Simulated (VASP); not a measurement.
# MgO (Periclase) (Fm-3m) in VASP: notebook

Runs on MgO (Periclase). Level: LDA. Tasks: G0W0 quasiparticle levels.

Everything below comes from runs of VASP 6.6.1. Logs are shortened: lines on timing, memory, paths and dates and some standing lists are left out, and cuts for length are marked.

## 1. The cell of the first run

Symmetry: Fm-3m, No. 225, cubic system. Conventional cell: a = 4.204 Å, b = 4.204 Å, c = 4.204 Å, α = 90.00°, β = 90.00°, γ = 90.00°. Mg (site symmetry m-3m) has 6 O at 2.10 Å within 2.8 Å. Within 2.8 Å of O (site symmetry m-3m) lie 6 Mg at 2.10 Å.

## 2. G0W0 quasiparticle levels, LDA

POSCAR

```
MgO
1.0
    0.0000000000      2.1021680256      2.1021680256
    2.1021680256      0.0000000000      2.1021680256
    2.1021680256      2.1021680256      0.0000000000
Mg O
1 1
Direct
    0.0000000000      0.0000000000      0.0000000000
    0.5000000000      0.5000000000      0.5000000000
```

INCAR.step1

```
SYSTEM = MgO
ALGO = Normal ; EDIFF = 1E-8
ENCUT = 500 ; ISMEAR = 0
LASPH = .True. ; LCHARG = .False.
LREAL = .False. ; LWAVE = .True.
NELM = 60 ; PREC = Accurate
SIGMA = 0.01
```

INCAR.step2

```
SYSTEM = MgO
ALGO = Exact ; EDIFF = 1E-8
ENCUT = 500 ; ISMEAR = 0
ISTART = 1 ; LASPH = .True.
LCHARG = .False. ; LOPTICS = .True.
LREAL = .False. ; LWAVE = .True.
NBANDS = 44 ; NELM = 1
PREC = Accurate ; SIGMA = 0.01
```

INCAR.step3

```
SYSTEM = MgO
ALGO = EVGW0 ; EDIFF = 1E-8
ENCUT = 500 ; ENCUTGW = 60.0
ISMEAR = 0 ; ISTART = 1
LASPH = .True. ; LCHARG = .False.
LREAL = .False. ; LWAVE = .False.
NBANDS = 44 ; NBANDSGW = 12
NELMGW = 1 ; NOMEGA = 48
PREC = Accurate ; PRECFOCK = Fast
SIGMA = 0.01
```

KPOINTS

```
k-points
0
Gamma
  4 4 4
  0 0 0
```

Potentials or basis: VASP PAW LDA potentials, release 64 (Mg_GW, O_GW).

Started as:

```console
> cat potpaw_LDA.64/Mg_GW/POTCAR potpaw_LDA.64/O_GW/POTCAR > POTCAR
> cp INCAR.step1 INCAR
> mpirun -np 1 vasp_std > vasp.out
> cp INCAR.step2 INCAR
> mpirun -np 1 vasp_std > vasp.out
> cp INCAR.step3 INCAR
> mpirun -np 1 vasp_std > vasp.out
```

OUTCAR:

```text
SYSTEM = MgO
   EDIFF = 1E-8
   ENCUT = 500
   ENCUTGW = 60.0
   ISMEAR = 0
   ISTART = 1
   LASPH = .True.
   LREAL = .False.
   NELMGW = 1
   PREC = Accurate
   PRECFOCK = Fast

 ion  position               nearest neighbor table
   1  0.000  0.000  0.000-   2 2.10   2 2.10   2 2.10   2 2.10   2 2.10   2 2.10
   2  0.500  0.500  0.500-   1 2.10   1 2.10   1 2.10   1 2.10   1 2.10   1 2.10

  LATTYP: Found a face centered cubic cell.
 ALAT       =     4.2043360512

  Lattice vectors:

 A1 = (   0.0000000000,   2.1021680256,   2.1021680256)
 A2 = (   2.1021680256,   0.0000000000,   2.1021680256)
 A3 = (   2.1021680256,   2.1021680256,   0.0000000000)

Analysis of symmetry for initial positions (statically):
=====================================================================
 Subroutine PRICEL returns:
 Original cell was already a primitive cell.

 Routine SETGRP: Setting up the symmetry group for a
 face centered cubic supercell.

 Subroutine GETGRP returns: Found 48 space group operations
 (whereof 48 operations were pure point group operations)
 out of a pool of 48 trial point group operations.

The static configuration has the point symmetry O_h .

Analysis of symmetry for dynamics (positions and initial velocities):
=====================================================================
 Subroutine PRICEL returns:
 Original cell was already a primitive cell.

 Routine SETGRP: Setting up the symmetry group for a
 face centered cubic supercell.

 Subroutine GETGRP returns: Found 48 space group operations
 (whereof 48 operations were pure point group operations)
 out of a pool of 48 trial point group operations.

The dynamic configuration has the point symmetry O_h .

 Subroutine INISYM returns: Found 48 space group operations
 (whereof 48 operations are pure point group operations),
 and found     1 'primitive' translations

----------------------------------------------------------------------------------------

                                     Primitive cell

  volume of cell :      18.5794

[... 70 lines left out ...]
   NELM   =     60;   NELMIN=  2; NELMDL=  0     # of ELM steps
   EDIFF  = 0.1E-07   stopping-criterion for ELM
   LREAL  =      F    real-space projection
   EDIFFG = 0.1E-06   stopping-criterion for IOM
   NSW    =      0    number of steps for IOM
   IBRION =     -1    ionic relax: 0-MD 1-quasi-New 2-CG
   NFREE  =      0    steps in history (QN), initial steepest desc. (CG)
   ISIF   =      0    stress and relaxation
   ISYM   =      3    0-nonsym 1-usesym 2-fastsym
   POTIM  = 0.5000    time-step for ionic-motion
   TEBEG  =    0.0;   TEEND  =   0.0 temperature during run
   PSTRESS=    0.0 pullay stress
   NELECT =       8.0000    total number of electrons
   NUPDOWN=      -1.0000    fix difference up-down
   EMIN   =  10.00;   EMAX   =-10.00  energy-range for DOS
   EFERMI =   0.00;   METHOD = LEGACY
   ISMEAR =     0;   SIGMA  =   0.01  broadening in eV -4-tet -1-fermi 0-gaus
   EFERMI_NEDOS =   21; number of points for ismear=-14 and -15
   IALGO  =     38    algorithm
   IMIX   =      4    mixing-type and parameters
     AMIX     =   0.40;   BMIX     =  1.00
     AMIX_MAG =   1.60;   BMIX_MAG =  1.00
  volume/ion in A,a.u.               =       9.29        62.69
  Fermi-wavevector in a.u.,A,eV,Ry     =   1.236215  2.336108 20.792804  1.528228
  Thomas-Fermi vector in A             =   2.370833
   LORBIT       =      0    0 simple, 1 ext, 2 COOP (PROOUT), +10 PAW based schemes
   GGA     = CA    functional components
   LHFCALC =     T    Hartree Fock is set to
   PRECFOCK=fast      Normal, Fast or Accurate (Low or Medium for compatibility)
   ENCUT4O =  -1.0   cutoff for four orbital integrals eV
   NKREDX  =     1    reduce k-point grid by
   NKREDY  =     1    reduce k-point grid by
   NKREDZ  =     1    reduce k-point grid by
   AEXX    =    1.0000 exact exchange contribution
   HFSCREEN=    0.0000 screening length (either q_TF or 0.3 A-1)
   HFSCREENC=   0.0000 screening length for correlation (either q_TF or 0.3 A-1)
   ENCUTFOCK=  -1.0 apply spherical cutoff to Coloumb kernel
   IVDW    =     0    specifies the selected vdW correction
   LEPSILON=     F    determine dielectric tensor
   LRPA    =     F    only Hartree local field effects (RPA)
   LRPAFORCE           =     F    calculate RPA forces
   ENCUTGW             =  60.0    cutoff for response function in eV
   ENCUTGWSOFT         =  48.0    soft cutoff for Coulomb kernel in GW response function in eV
   ENCUTLF             =  -1.0    cutoff for local field effects
   NELMGW              =     1    number of iterations in solving QP/BSE equation
   NELMHF              =     1    number of iterations in the inner HF iteration
   NKREDLFX            =     1    NKREDLFY  =   1   NKREDLFZ  =   1
 non-spin polarized calculation
 Gauss-broadening in eV      SIGMA  =   0.01
  energy-cutoff  :      500.00
  volume of cell :       18.58
 maximum number of plane-waves:       483
 NGX is ok and might be reduce to    24
  NGX = 12; NGY = 12; NGZ = 12
   NGX = 11   NGY = 11   NGZ = 11
 maximum number of plane-waves:        22
 NGX is ok and might be reduce to    10

 QP shifts <psi_nk| G(iteration)W_0 |psi_nk>: iteration 1
 for sc-GW calculations column KS-energies equals QP-energies in previous step
 and V_xc(KS)=  KS-energies - (<T + V_ion + V_H > + <T+V_H+V_ion>^1  + <V_x>^1)

 k-point   1 :       0.0000    0.0000    0.0000
  band No.  KS-energies  QP-energies   sigma(KS)   V_xc(KS)     V^pw_x(r,r')   Z            occupation Imag(sigma)

      1     -14.1044     -16.5950     -21.2168     -17.7958     -29.5947       0.7280       2.0000       1.1904
      2       2.9312       2.0557     -20.9320     -19.8212     -25.2333       0.7882       2.0000       0.1130
      3       2.9312       2.0557     -20.9320     -19.8212     -25.2333       0.7882       2.0000       0.1130
      4       2.9312       2.0557     -20.9320     -19.8212     -25.2333       0.7882       2.0000       0.1130
      5       7.6349       8.9993     -11.0561     -12.6942      -7.4511       0.8329       0.0000      -0.0779
      6      18.4814      20.2739      -7.5203      -9.6996      -3.0791       0.8225       0.0000      -0.1302
      7      18.4814      20.2739      -7.5203      -9.6996      -3.0791       0.8225       0.0000      -0.1302
      8      18.4814      20.2739      -7.5203      -9.6996      -3.0791       0.8225       0.0000      -0.1302
      9      22.5239      23.4102      -7.3794      -8.5280      -1.7028       0.7716       0.0000      -0.5197
     10      24.1699      26.2664      -7.9152     -10.4890      -3.2504       0.8145       0.0000      -0.2032
     11      24.1699      26.2664      -7.9152     -10.4890      -3.2504       0.8145       0.0000      -0.2032
     12      26.6241      28.8399      -7.5177     -10.3185      -1.9064       0.7911       0.0000      -0.4584
[... 100 lines left out ...]
      1     -12.4035     -14.9537     -22.8979     -19.4900     -31.1583       0.7483       2.0000       0.9739
      2      -0.1035      -1.4197     -18.0148     -16.3125     -22.3265       0.7732       2.0000       0.1473
      3      -0.1035      -1.4197     -18.0148     -16.3125     -22.3265       0.7732       2.0000       0.1473
      4       1.1088      -0.0270     -19.1081     -17.6538     -23.4002       0.7810       2.0000       0.1320
      5      14.4131      16.4274     -10.8953     -13.3988      -6.7688       0.8046       0.0000      -0.1151
      6      14.4131      16.4274     -10.8953     -13.3988      -6.7688       0.8046       0.0000      -0.1151
      7      14.8614      17.0615      -9.4151     -12.0921      -5.3376       0.8218       0.0000      -0.1022
      8      18.2095      20.0990      -8.6295     -10.9865      -3.7918       0.8016       0.0000      -0.1775
      9      24.5631      26.5332      -8.4803     -10.9763      -3.0222       0.7893       0.0000      -0.4424
     10      24.5631      26.5332      -8.4803     -10.9763      -3.0222       0.7893       0.0000      -0.4424
     11      29.0271      31.4726      -8.6594     -11.5671      -3.5050       0.8410       0.0000      -0.6369
     12      31.5824      34.2954      -9.5945     -12.8305      -3.8450       0.8384       0.0000      -0.9828
```

OUTCAR.step1:

```text
SYSTEM = MgO
   EDIFF = 1E-8
   ENCUT = 500
   ISMEAR = 0
   LASPH = .True.
   LREAL = .False.
[... 290 lines left out ...]
      0.00000      0.00000      0.00000        -0.000000      0.000000     -0.000000
      2.10217      2.10217      2.10217         0.000000     -0.000000      0.000000
 -----------------------------------------------------------------------------------
    total drift:                               -0.000000     -0.000000      0.000000

  FREE ENERGIE OF THE ION-ELECTRON SYSTEM (eV)
  ---------------------------------------------------
  free  energy   TOTEN  =       -13.2945966306 eV

  energy  without entropy=      -13.2945966306  energy(sigma->0) =      -13.29459663
```

OUTCAR.step2:

```text
SYSTEM = MgO
   EDIFF = 1E-8
   ENCUT = 500
   ISMEAR = 0
[... 689 lines left out ...]
  --------------------------------------------------------------------------------------------------------------
     0.00000     3.48628     3.48628     3.48628     0.00000     0.00000    -0.00000
     1.31020     3.54107     3.54107     3.54107     0.00000     0.00000    -0.00000
     2.62039     3.74370     3.74370     3.74370     0.00000     0.00000    -0.00000
     3.93059     4.40812     4.40812     4.40812     0.00000     0.00000    -0.00000
     5.24078     3.10753     3.10753     3.10753     0.00000     0.00000    -0.00000
     6.55098     5.36734     5.36734     5.36734     0.00000     0.00000    -0.00000
[... 92 lines left out ...]
   128.39921     0.96551     0.96551     0.96551    -0.00000    -0.00000    -0.00000
   129.70941     0.96628     0.96628     0.96628    -0.00000    -0.00000    -0.00000
```

Run time: 8 s. Hardware: 1 thread of Intel Xeon 6975P-C (Granite Rapids), shared host; peak memory 0.16 GiB.

Results:

| Quantity | Value |
| --- | --- |
| Band gap on the k mesh, mean-field level | 4.70 eV, direct |
| Quasiparticle gap | 6.94 eV |
| Least direct quasiparticle gap | 6.94 eV |

Levels at points of the mesh, in eV from the valence-band top:
| k point | band 1 | band 2 | band 3 | band 4 | band 5 | band 6 | band 7 | band 8 |
| --- | --- | --- | --- | --- | --- | --- | --- | --- |
| (0.00, 0.00, 0.00) | -17.04 | 0.00 | 0.00 | 0.00 | 4.70 | 15.55 | 15.55 | 15.55 |
| (0.50, 0.00, 0.00) | -15.67 | -4.73 | -0.67 | -0.67 | 7.76 | 12.46 | 16.00 | 16.00 |
| (0.50, 0.50, 0.00) | -15.39 | -4.18 | -1.38 | -1.38 | 8.89 | 9.74 | 12.94 | 18.65 |

Caveat: the k points lie up to 0.65 Å⁻¹ apart; bands, screening cutoff and mesh are small and nothing is extrapolated, so the quasiparticle values aren't converged.

[end of part 1 of 2]
